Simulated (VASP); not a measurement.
Write the native input for VASP 6.6.1 that does the following.

```
Task                   : single point
Functional             : r2SCAN
Dispersion             : rVV10
Potentials or basis    : VASP PAW PBE potentials, release 64 (Sc_sv, Al, H)
Cutoff                 : 520 eV
k mesh                 : 8 × 8 × 8
Occupations            : fermi-dirac, width 0.03 eV
Spin                   : no spin polarisation
Dipole correction      : no
Further INCAR settings : ALGO = Normal; EDIFF = 1e-06; NBANDS = 20
```

The system is ScAlH6.

```
Sc Al H
1.0
     2.96492    1.71180    1.89579
    -2.96492    1.71180    1.89579
     0.00000   -3.42360    1.89579
Sc Al H
1 1 6
Direct
  0.00000 0.00000 0.00000
  0.50000 0.50000 0.50000
  0.55442 0.22101 0.14335
  0.22101 0.14335 0.55442
  0.85665 0.44558 0.77899
  0.77899 0.85665 0.44558
  0.44558 0.77899 0.85665
  0.14335 0.55442 0.22101
```

The input as run:

POSCAR

```
ScAlH6
1.0
    2.9649224417      1.7117987684      1.8957892230
   -2.9649224417      1.7117987684      1.8957892230
    0.0000000000     -3.4235975411      1.8957892191
Sc Al H
1 1 6
Direct
    0.0000000000      0.0000000000      0.0000000000
    0.5000000000      0.5000000000      0.5000000000
    0.5544152643      0.2210090600      0.1433495761
    0.2210090600      0.1433495761      0.5544152643
    0.8566504239      0.4455847357      0.7789909400
    0.7789909400      0.8566504239      0.4455847357
    0.4455847357      0.7789909400      0.8566504239
    0.1433495761      0.5544152643      0.2210090600
```

INCAR.step1

```
SYSTEM = ScAlH6
ALGO = Normal ; EDIFF = 1E-4
ENCUT = 520 ; GGA = PE
ISMEAR = -1 ; LASPH = .True.
LCHARG = .False. ; LREAL = .False.
LWAVE = .True. ; NBANDS = 20
NELM = 60 ; PREC = Accurate
SIGMA = 0.03
```

INCAR.step2

```
SYSTEM = ScAlH6
ALGO = Normal ; BPARAM = 11.95
CPARAM = 0.0093 ; EDIFF = 1E-6
ENCUT = 520 ; ISIF = 2
ISMEAR = -1 ; ISTART = 1
IVDW_NL = 2 ; LASPH = .True.
LCHARG = .False. ; LMIXTAU = .True.
LREAL = .False. ; LUSE_VDW = .True.
LWAVE = .False. ; METAGGA = R2SCAN
NBANDS = 20 ; NELM = 60
PREC = Accurate ; SIGMA = 0.03
```

KPOINTS

```
k-points
0
Gamma
  8 8 8
  0 0 0
```

Potentials or basis: VASP PAW PBE potentials, release 64 (Sc_sv, Al, H).

Launch:

```console
$ cat potpaw_PBE.64/Sc_sv/POTCAR potpaw_PBE.64/Al/POTCAR potpaw_PBE.64/H/POTCAR > POTCAR
$ cp INCAR.step1 INCAR
$ mpirun -np 1 vasp_std > vasp.out
$ cp INCAR.step2 INCAR
$ mpirun -np 1 vasp_std > vasp.out
```

It gave:

The pressure is 0.0 GPa and the largest force is 0.020 eV/Å. The band gap on the k mesh is 1.60 eV, indirect (least direct gap 2.18 eV).

Caveat: the PAW data sets were made with another functional, which shifts forces and pressure a little.

It took 8.8 min on 1 thread of Oxide Virtual Turin-like Processor (shared host), peak memory 0.32 GiB.
